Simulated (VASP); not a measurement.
# Br (Cmce) in VASP: further runs, part 3 of 3

VASP 6.6.1.

**5. Single point, LDA (volume scaled by 1.06)**

INCAR

```
SYSTEM = Br
PREC     = Accurate       ! precision mode
ENCUT    = 520            ! plane-wave cutoff, eV
EDIFF    = 1E-6           ! SCF threshold, eV
ISMEAR   = -1             ! smearing method
SIGMA    = 0.05           ! smearing width, eV
LREAL    = .False.        ! projectors in reciprocal space
LASPH    = .True.         ! aspherical terms in the spheres
NELM     = 60             ! most SCF steps
ALGO     = Normal         ! electronic algorithm
ISIF     = 2              ! what is computed and relaxed
LWAVE    = .False.        ! write WAVECAR
LCHARG   = .False.        ! write CHGCAR
NBANDS   = 22             ! bands
```

KPOINTS

```
Automatic mesh
0
Gamma
  7 7 3
  0 0 0
```

POSCAR

```
Br
1.0
    3.4292128250     -2.3681017607      0.0000000000
    3.4292128250      2.3681017607      0.0000000000
    0.0000000000      0.0000000000      8.8729766646
Br
4
Direct
    0.3651000000      0.6349000000      0.3901000000
    0.1349000000      0.8651000000      0.8901000000
    0.6349000000      0.3651000000      0.6099000000
    0.8651000000      0.1349000000      0.1099000000
```

Potentials or basis: VASP PAW LDA potentials, release 64 (Br).

On the command line:

```console
$ cat potpaw_LDA.64/Br/POTCAR > POTCAR
$ mpirun -np 1 vasp_std > vasp.out
```

OUTCAR:

```text
SYSTEM = Br
   PREC = Accurate
   ENCUT = 520
   EDIFF = 1E-6
   ISMEAR = -1
   LREAL = .False.
   LASPH = .True.
   NELM = 60
   ISIF = 2

 ion  position               nearest neighbor table
   1  0.365  0.635  0.390-   3 2.33
   2  0.135  0.865  0.890-   4 2.33
   3  0.635  0.365  0.610-   1 2.33
   4  0.865  0.135  0.110-   2 2.33

  LATTYP: Found a base centered orthorhombic cell.
 ALAT       =     4.7362035214
 B/A-ratio  =     1.4480850789
 C/A-ratio  =     1.8734365245

  Lattice vectors:

 A1 = (  -3.4292128250,  -2.3681017607,   0.0000000000)
 A2 = (   3.4292128250,  -2.3681017607,   0.0000000000)
 A3 = (   0.0000000000,   0.0000000000,   8.8729766646)

Analysis of symmetry for initial positions (statically):
=====================================================================
 Subroutine PRICEL returns:
 Original cell was already a primitive cell.

 Routine SETGRP: Setting up the symmetry group for a
 base centered orthorhombic supercell.

 Subroutine GETGRP returns: Found  8 space group operations
 (whereof  4 operations were pure point group operations)
 out of a pool of  8 trial point group operations.

The static configuration has the point symmetry C_2h.
 The point group associated with its full space group is D_2h.

Analysis of symmetry for dynamics (positions and initial velocities):
=====================================================================
 Subroutine PRICEL returns:
 Original cell was already a primitive cell.

 Routine SETGRP: Setting up the symmetry group for a
 base centered orthorhombic supercell.

 Subroutine GETGRP returns: Found  8 space group operations
 (whereof  4 operations were pure point group operations)
 out of a pool of  8 trial point group operations.

The dynamic configuration has the point symmetry C_2h.
 The point group associated with its full space group is D_2h.

 Subroutine INISYM returns: Found  8 space group operations
 (whereof  4 operations are pure point group operations),
 and found     1 'primitive' translations

----------------------------------------------------------------------------------------

                                     Primitive cell

  volume of cell :     144.1100

  direct lattice vectors                    reciprocal lattice vectors
     3.429212825 -2.368101761  0.000000000     0.145806057 -0.211139575  0.000000000
     3.429212825  2.368101761  0.000000000     0.145806057  0.211139575  0.000000000
     0.000000000  0.000000000  8.872976665     0.000000000  0.000000000  0.112701750

  length of vectors
     4.167422051  4.167422051  8.872976665     0.256591751  0.256591751  0.112701750

  position of ions in fractional coordinates (direct lattice)
     0.365100000  0.634900000  0.390100000
     0.134900000  0.865100000  0.890100000
     0.634900000  0.365100000  0.609900000
     0.865100000  0.134900000  0.109900000

  ion indices of the primitive-cell ions
   primitive index   ion index
                 1           1
                 2           2
                 3           3
                 4           4

----------------------------------------------------------------------------------------

 KPOINTS: Automatic mesh

Automatic generation of k-mesh.
 Grid dimensions read from file:
 generate k-points for:    7    7    3

 Generating k-lattice:

  Cartesian coordinates                     Fractional coordinates (reciprocal lattice)
     0.020829437 -0.030162796  0.000000000     0.142857143  0.000000000  0.000000000
     0.020829437  0.030162796  0.000000000     0.000000000  0.142857143  0.000000000
     0.000000000  0.000000000  0.037567250     0.000000000  0.000000000  0.333333333

  Length of vectors
     0.036655964  0.036655964  0.037567250

  Shift w.r.t. Gamma in fractional coordinates (k-lattice)
     0.000000000  0.000000000  0.000000000

 Subroutine IBZKPT returns following result:
 ===========================================

 Found     32 irreducible k-points:

 Following reciprocal coordinates:
            Coordinates               Weight
  0.000000  0.000000  0.000000      1.000000
  0.142857  0.000000  0.000000      4.000000
  0.285714  0.000000  0.000000      4.000000
  0.428571 -0.000000  0.000000      4.000000
  0.142857  0.142857  0.000000      2.000000
  0.285714  0.142857  0.000000      4.000000
[... 16 lines left out ...]
  0.428571  0.142857  0.333333      8.000000
 -0.428571  0.142857  0.333333      8.000000
 [... further k-points ...]
   k-points           NKPTS =     32   k-points in BZ     NKDIM =     32   number of bands    NBANDS=     22
   number of dos      NEDOS =    301   number of ions     NIONS =      4
   total plane-waves  NPLWV =  71680
   dimension x,y,z NGX =    32 NGY =   32 NGZ =   70
   dimension x,y,z NGXF=    64 NGYF=   64 NGZF=  140
   ions per type =               4
   NGX,Y,Z   is equivalent  to a cutoff of  12.77, 12.77, 13.12 a.u.
   NGXF,Y,Z  is equivalent  to a cutoff of  25.53, 25.53, 26.23 a.u.
 SYSTEM =  Br
   PREC   = accura    normal or accurate (medium, high low for compatibility)
   ISTART =      0    job   : 0-new  1-cont  2-samecut
   ICHARG =      2    charge: 1-file 2-atom 10-const
   ISPIN  =      1    spin polarized calculation?
   LNONCOLLINEAR =      F non collinear calculations
   LSORBIT =      F    spin-orbit coupling
   LASPH  =      T    aspherical Exc in radial PAW
   ENCUT  =  520.0 eV  38.22 Ry    6.18 a.u.   7.75  7.75 16.50*2*pi/ulx,y,z
   NELM   =     60;   NELMIN=  2; NELMDL= -5     # of ELM steps
   EDIFF  = 0.1E-05   stopping-criterion for ELM
   LREAL  =      F    real-space projection
   EDIFFG = 0.1E-04   stopping-criterion for IOM
   NSW    =      0    number of steps for IOM
   IBRION =     -1    ionic relax: 0-MD 1-quasi-New 2-CG
   NFREE  =      0    steps in history (QN), initial steepest desc. (CG)
   ISIF   =      2    stress and relaxation
   ISYM   =      2    0-nonsym 1-usesym 2-fastsym
   POTIM  = 0.5000    time-step for ionic-motion
   TEBEG  =    0.0;   TEEND  =   0.0 temperature during run
   PSTRESS=    0.0 pullay stress
   NELECT =      28.0000    total number of electrons
   NUPDOWN=      -1.0000    fix difference up-down
   EMIN   =  10.00;   EMAX   =-10.00  energy-range for DOS
   EFERMI =   0.00;   METHOD = LEGACY
   ISMEAR =    -1;   SIGMA  =   0.05  broadening in eV -4-tet -1-fermi 0-gaus
   EFERMI_NEDOS =   21; number of points for ismear=-14 and -15
   IALGO  =     38    algorithm
   IMIX   =      4    mixing-type and parameters
     AMIX     =   0.40;   BMIX     =  1.00
     AMIX_MAG =   1.60;   BMIX_MAG =  1.00
  volume/ion in A,a.u.               =      36.03       243.13
  Fermi-wavevector in a.u.,A,eV,Ry     =   0.948192  1.791822 12.232555  0.899067
  Thomas-Fermi vector in A             =   2.076357
   LORBIT       =      0    0 simple, 1 ext, 2 COOP (PROOUT), +10 PAW based schemes
   GGA     = CA    functional components
   LHFCALC =     F    Hartree Fock is set to
   AEXX    =    0.0000 exact exchange contribution
   IVDW    =     0    specifies the selected vdW correction
   LEPSILON=     F    determine dielectric tensor
   LRPA    =     F    only Hartree local field effects (RPA)
 non-spin polarized calculation
  energy-cutoff  :      520.00
  volume of cell :      144.11
 maximum number of plane-waves:      3901
   NGX = 15   NGY = 15   NGZ = 33

 number of electron      27.9999994 magnetization

 Free energy of the ion-electron system (eV)
  ---------------------------------------------------
  ext. energy  EPLUGINS =         0.00000000
  ---------------------------------------------------
  free energy    TOTEN  =        -7.98032492 eV

  energy without entropy =       -7.98032486  energy(sigma->0) =       -7.98032489

 E-fermi :  -0.0387     XC(G=0):  -8.0950

 val. band max:       -0.8646927977   @ k =  -0.4286   0.4286   0.0000
 cond. band min:       0.7181826658   @ k =   0.0000   0.0000   0.0000
 fundamental gap:      1.5828754635
 Fermi energy:        -0.0386993124

 k-point     1 :       0.0000    0.0000    0.0000
  band No.  band energies     occupation
      1     -16.4928      2.00000
      2     -16.2090      2.00000
      3     -13.9103      2.00000
      4     -13.3420      2.00000
      5      -5.5749      2.00000
      6      -4.6906      2.00000
[... 14 lines left out ...]
     21       7.9607      0.00000
     22       8.2611      0.00000
[... 552 lines left out ...]
  band No.  band energies     occupation
      1     -16.2178      2.00000
      2     -16.2012      2.00000
      3     -13.6485      2.00000
      4     -13.6198      2.00000
      5      -5.3302      2.00000
      6      -5.2910      2.00000
[... 14 lines left out ...]
     21       8.4797      0.00000
     22       8.6239      0.00000

 [... further k-points ...]
[... 5 lines left out ...]
  --------------------------------------------------------------------------------------
  -------------------------------------------------------------------------------------
  Total       -1.0419609     -2.7317437     -2.9086521      0.0000000      0.0000000      0.0000000
  in kB      -11.5842488    -30.3708112    -32.3376328      0.0000000      0.0000000      0.0000000
  external PRESSURE =     -24.7642309 kB  Pullay stress =       0.0000000 kB

 VOLUME and BASIS-vectors are now :
 -----------------------------------------------------------------------------
  energy-cutoff  :      520.00
  volume of cell :      144.11
      direct lattice vectors                 reciprocal lattice vectors
     3.429212825 -2.368101761  0.000000000     0.145806057 -0.211139575  0.000000000
     3.429212825  2.368101761  0.000000000     0.145806057  0.211139575  0.000000000
     0.000000000  0.000000000  8.872976665     0.000000000  0.000000000  0.112701750

 POSITION                                       TOTAL-FORCE (eV/Angst)
 -----------------------------------------------------------------------------------
      3.42921      0.63891      3.46135         0.000000     -0.048342     -0.152387
      3.42921      1.72919      7.89784         0.000000      0.048342     -0.152387
      3.42921     -0.63891      5.41163         0.000000      0.048342      0.152387
      3.42921     -1.72919      0.97514         0.000000     -0.048342      0.152387
 -----------------------------------------------------------------------------------
    total drift:                                0.000000      0.000000     -0.000000

  FREE ENERGIE OF THE ION-ELECTRON SYSTEM (eV)
  ---------------------------------------------------
  free  energy   TOTEN  =        -7.9803249207 eV

  energy  without entropy=       -7.9803248555  energy(sigma->0) =       -7.98032489
```

Run time: 41 s. Hardware: 1 thread of Intel Xeon 6975P-C (Granite Rapids), shared host; peak memory 0.23 GiB.

What came out:

```yaml
Free_energy: -7.9803 eV
Pressure: -2.5 GPa
Largest_force: 0.160 eV/Å
Band_gap_on_the_k_mesh: 1.58 eV, indirect (least direct gap 1.60 eV)
```

Forces on the atoms (eV/Å):
```
Br   0.000 -0.048 -0.152
Br   0.000  0.048 -0.152
Br   0.000  0.048  0.152
Br   0.000 -0.048  0.152
```

Levels at points of the mesh, in eV from the valence-band top:
| k point | band 12 | band 13 | band 14 | band 15 | band 16 | band 17 |
| --- | --- | --- | --- | --- | --- | --- |
| (0.00, 0.00, 0.00) | -0.33 | -0.05 | -0.02 | 1.58 | 2.32 | 5.51 |

 A k mesh can miss the band edges.

**6. Summary**

| level | potentials or basis | cell | gap on the mesh (eV) | pressure (GPa) | largest force (eV/Å) |
| --- | --- | --- | --- | --- | --- |
| PBEsol | VASP PAW PBE potentials, release 64 (Br) | a = 4.114, b = 4.114, c = 8.760 Å, angles 90.0, 90.0, 69.3°, 4 atoms | 1.78 | -0.4 | 0.53 |
| LDA | VASP PAW LDA potentials, release 64 (Br) | a = 4.141, b = 4.141, c = 8.817 Å, angles 90.0, 90.0, 69.3°, 4 atoms | 1.64 | -2.1 | 0.32 |
| PBEsol | VASP PAW PBE potentials, release 64 (Br) | a = 4.141, b = 4.141, c = 8.817 Å, angles 90.0, 90.0, 69.3°, 4 atoms | 1.72 | -0.8 | 0.33 |
| LDA | VASP PAW LDA potentials, release 64 (Br) | a = 4.167, b = 4.167, c = 8.873 Å, angles 90.0, 90.0, 69.3°, 4 atoms | 1.58 | -2.5 | 0.16 |

Alike in all rows: task single point; no spin polarisation; k mesh 7 × 7 × 3; cutoff (eV) 520; smearing fermi-dirac 0.05 eV.

Caveats: the PAW data sets were made with another functional, which shifts forces and pressure a little (some runs).

Total energies depend on the potentials used, so only differences within one code and one set of settings carry meaning.
